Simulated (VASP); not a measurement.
# B (P6_3/mmc) in VASP: further runs, part 2 of 2

VASP 6.6.1. The steps go on from the part before.

## 4. Relaxation of cell and atoms, PBEsol

This run uses another cell than the first one, of 6.55 Å³/atom, 0.722 times its volume.

The input, INCAR:

```
PREC = Accurate
ENCUT = 910
EDIFF = 1E-7
ISMEAR = -1
SIGMA = 0.1
LREAL = F
LASPH = T
NELM = 120
ALGO = Normal
ISIF = 3
LWAVE = F
LCHARG = F
GGA = PS
IBRION = 2
NSW = 80
EDIFFG = -0.01
GGA_COMPAT = F
NELMIN = 4
```

The input, KPOINTS:

```
Automatic mesh
0
Gamma
  17 17 5
```

The input, POSCAR:

```
B
1.0
    2.1005919712      0.0000000000      0.0000000000
   -1.0502959856      1.8191660100      0.0000000000
    0.0000000000      0.0000000000      6.8605333778
B
4
Direct
    0.0000000000      0.0000000000      0.0000000000
    0.0000000000      0.0000000000      0.5000000000
    0.3333333333      0.6666666667      0.2500000000
    0.6666666667      0.3333333333      0.7500000000
```

Potentials or basis: VASP PAW PBE potentials, release 64 (B_h).

The run is started by

```sh
$ cat potpaw_PBE.64/B_h/POTCAR > POTCAR
$ mpirun -np 1 vasp_std > vasp.out
```

OUTCAR:

```text
PREC = Accurate
   ENCUT = 910
   EDIFF = 1E-7
   ISMEAR = -1
   LREAL = F
   LASPH = T
   NELM = 120
   ISIF = 3
   GGA = PS
   IBRION = 2
   NSW = 80
   EDIFFG = -0.01
   NELMIN = 4

 ion  position               nearest neighbor table
   1  0.000  0.000  0.000-
   2  0.000  0.000  0.500-
   3  0.333  0.667  0.250-
   4  0.667  0.333  0.750-

  LATTYP: Found a hexagonal cell.
 ALAT       =     2.1005919712
 C/A-ratio  =     3.2659999999

  Lattice vectors:

 A1 = (   2.1005919712,   0.0000000000,   0.0000000000)
 A2 = (  -1.0502959856,   1.8191660100,   0.0000000000)
 A3 = (   0.0000000000,   0.0000000000,   6.8605333778)

Analysis of symmetry for initial positions (statically):
=====================================================================
 Subroutine PRICEL returns:
 Original cell was already a primitive cell.

 Routine SETGRP: Setting up the symmetry group for a
 hexagonal supercell.

 Subroutine GETGRP returns: Found 24 space group operations
 (whereof 12 operations were pure point group operations)
 out of a pool of 24 trial point group operations.

The static configuration has the point symmetry D_3d.
 The point group associated with its full space group is D_6h.

Analysis of symmetry for dynamics (positions and initial velocities):
=====================================================================
 Subroutine PRICEL returns:
[... 282 lines left out ...]
 k-point     1 :       0.0000    0.0000    0.0000
  band No.  band energies     occupation
      1      -8.0877      2.00000
      2      -7.3499      2.00000
      3      -7.3495      2.00000
      4      -6.2412      2.00000
      5      -0.4852      2.00000
      6       2.3195      2.00000
      7       2.3280      2.00000
      8       5.8447      2.00000
      9      15.5083      0.00000
     10      21.2955      0.00000
[... 287 lines left out ...]
 k-point    24 :       0.1765    0.1765    0.0000
  band No.  band energies     occupation
      1      -3.5242      2.00000
      2      -2.9545      2.00000
      3      -2.9532      2.00000
      4      -2.2097      2.00000
      5       6.0817      2.00000
      6       8.5303      2.00000
      7       8.5408      2.00000
      8      12.0852      0.00000
      9      19.0086      0.00000
     10      22.2727      0.00000

 [... further k-points ...]

[... ionic steps 4 to 30 ...]

--------------------------------------- Ionic step       31  -------------------------------------------

 number of electron      11.9999998 magnetization

------------------------ aborting loop because EDIFF is reached ----------------------------------------
[... 71 lines left out ...]
--------------------------------------- Ionic step       33  -------------------------------------------

 number of electron      11.9999998 magnetization

 Free energy of the ion-electron system (eV)
  ---------------------------------------------------
  ext. energy  EPLUGINS =         0.00000000
  ---------------------------------------------------
  free energy    TOTEN  =       -24.64204521 eV

  energy without entropy =      -24.60569296  energy(sigma->0) =      -24.62386908

 E-fermi :   9.0329     XC(G=0): -11.6898

 val. band max:        9.0102090086   @ k =   0.3529   0.2353   0.0000
 cond. band min:       9.0553493277   @ k =   0.2353   0.0588   0.0000
 fundamental gap:      0.0451403191
 Fermi energy:         9.0328701512

 k-point     1 :       0.0000    0.0000    0.0000
  band No.  band energies     occupation
      1      -8.5751      2.00000
      2      -7.9879      2.00000
      3      -7.9869      2.00000
      4      -7.1774      2.00000
      5      -0.8158      2.00000
      6       1.4855      2.00000
      7       1.4960      2.00000
      8       4.4668      2.00000
      9      13.5419      0.00000
     10      18.6167      0.00000
[... 330 lines left out ...]
  FREE ENERGIE OF THE ION-ELECTRON SYSTEM (eV)
  ---------------------------------------------------
  free  energy   TOTEN  =       -24.6420452073 eV

  energy  without entropy=      -24.6056929601  energy(sigma->0) =      -24.62386908

 reached required accuracy - stopping structural energy minimisation
```

OSZICAR:

```text
N       E                     dE             d eps       ncg     rms          rms(c)
DAV:   1     0.168846426764E+02    0.16885E+02   -0.80077E+03  1996   0.165E+03
DAV:   2    -0.203563231536E+02   -0.37241E+02   -0.34865E+02  2558   0.171E+02
DAV:   3    -0.224438315210E+02   -0.20875E+01   -0.20222E+01  3110   0.383E+01
[... 279 lines left out ...]
       N       E                     dE             d eps       ncg     rms          rms(c)
DAV:   1    -0.246420577825E+02   -0.34288E-04   -0.40559E-04  2000   0.213E-01    0.136E-02
DAV:   2    -0.246420483979E+02    0.93846E-05   -0.11959E-05  2232   0.319E-02    0.672E-03
DAV:   3    -0.246420452914E+02    0.31065E-05   -0.62040E-06  2072   0.180E-02    0.103E-03
DAV:   4    -0.246420452073E+02    0.84113E-07   -0.20016E-07  2050   0.410E-03
  33 F= -.24642045E+02 E0= -.24623869E+02  d E =-.629738E-04
```

It took 9.8 min on 1 thread of AMD EPYC 9R45 (Zen 5), shared host; peak memory 0.18 GiB.

Results:

* Free energy: -24.6420 eV
* Relaxed volume: 7.44 Å³/atom
* Relaxed cell: a = 1.711 Å, b = 1.711 Å, c = 11.735 Å, α = 90.00°, β = 90.00°, γ = 120.00°
* Space group after relaxing (to 0.05 Å): P6_3/mmc (No. 194)
* Energy gained by relaxing: 540.8 meV/atom
* Ionic steps: 33
* Pressure after relaxing: 0.0 GPa
* Band gap on the k mesh: zero (band 6 reaches 11.80 eV, above the bottom of band 7 at 1.50 eV)

Stress tensor (GPa, compression positive):
```
-0.05  0.00  0.00
 0.00 -0.05  0.00
 0.00  0.00  0.06
```

Step by step:
```
step  energy change (eV)  largest force (eV/Å)  pressure (GPa)  volume (Å³)
   1              0.0000                0.0000          -24.01        26.22
   2             -0.2118                0.0000           10.86        22.66
   3             -0.2351                0.0000            1.00        23.43
   4             -0.2595                0.0000            1.43        23.42
   5             -0.3667                0.0000            2.93        23.36
   6             -0.6293                0.0000           11.26        23.10
   7             -0.6620                0.0000           50.55        22.07
   8             -0.7761                0.0000           33.11        22.48
   9             -0.7554                0.0000           39.93        22.32
  10             -0.7568                0.0000           40.06        22.32
  11             -0.7602                0.0000           40.46        22.34
  12             -0.7657                0.0000           41.25        22.38
  13             -0.7755                0.0000           42.88        22.45
  14             -0.7844                0.0000           45.63        22.57
  15             -0.8703                0.0000           51.10        22.76
  16             -0.9307                0.0000           77.18        22.88
  17             -1.0193                0.0000           64.59        22.87
  18             -0.9997                0.0000           70.10        22.88
  19             -1.0616                0.0000           72.20        23.23
  20             -1.0406                0.0000           74.97        23.62
  21             -1.0654                0.0000           73.32        23.39
  22             -1.1828                0.0000           68.12        23.69
  23             -1.4895                0.0000           53.67        24.60
  24             -1.9163                0.0000           29.44        26.49
  25             -2.1532                0.0000           -4.46        30.53
  26             -2.1626                0.0000           -0.24        29.88
  27             -2.1626                0.0000            0.72        29.74
  28             -2.1627                0.0000            0.66        29.73
  29             -2.1629                0.0000            0.55        29.71
  30             -2.1629                0.0000            0.32        29.68
  31             -2.1629                0.0000            0.40        29.69
  32             -2.1630                0.0000            0.23        29.71
  33             -2.1630                0.0000           -0.01        29.74
```

Final structure:
```cif
data_structure
_symmetry_space_group_name_H-M 'P 1'
_symmetry_Int_Tables_number 1
_cell_length_a 1.7107
_cell_length_b 1.7107
_cell_length_c 11.7354
_cell_angle_alpha 90.000
_cell_angle_beta 90.000
_cell_angle_gamma 120.000
_cell_volume 29.74
loop_
_atom_site_label
_atom_site_type_symbol
_atom_site_fract_x
_atom_site_fract_y
_atom_site_fract_z
_atom_site_occupancy
B1 B 0.00000 0.00000 0.00000 1
B2 B 0.00000 0.00000 0.50000 1
B3 B 0.33333 0.66667 0.25000 1
B4 B 0.66667 0.33333 0.75000 1
```

Caveat: the PAW data sets were made with another functional, which shifts forces and pressure a little.

## 5. The runs side by side

```tsv
task	potentials or basis	cell	k mesh	cutoff (eV)	second run	gap on the mesh (eV)	pressure (GPa)	relaxed volume (Å³/atom)
single point	VASP PAW PBE potentials, release 64 (B)	a = 1.710, b = 1.710, c = 14.337 Å, angles 90.0, 90.0, 120.0°, 4 atoms	28 × 28 × 3	520	-	none	-0.7	-
relaxation of cell and atoms	VASP PAW PBE potentials, release 64 (B)	relaxed from a = 2.101, b = 2.101, c = 6.861 Å, angles 90.0, 90.0, 120.0°, 4 atoms	17 × 17 × 5	600	-	none	0.0	7.68
relaxation of cell and atoms	VASP PAW PBE potentials, release 64 (B_h)	relaxed from a = 2.101, b = 2.101, c = 6.861 Å, angles 90.0, 90.0, 120.0°, 4 atoms	17 × 17 × 5	910	hard_potentials	none	0.0	7.44
```

Alike in all rows: level PBEsol; no spin polarisation; smearing fermi-dirac 0.1 eV.

Caveats: the PAW data sets were made with another functional, which shifts forces and pressure a little; this functional lacks dispersion, which binds the layers, so the pressure and a relaxed spacing across them are unreliable (some runs); the volume moved by over 15 % at a fixed basis, so the end points are rough (some runs).

Total energies depend on the potentials used, so only differences within one code and one set of settings carry meaning.
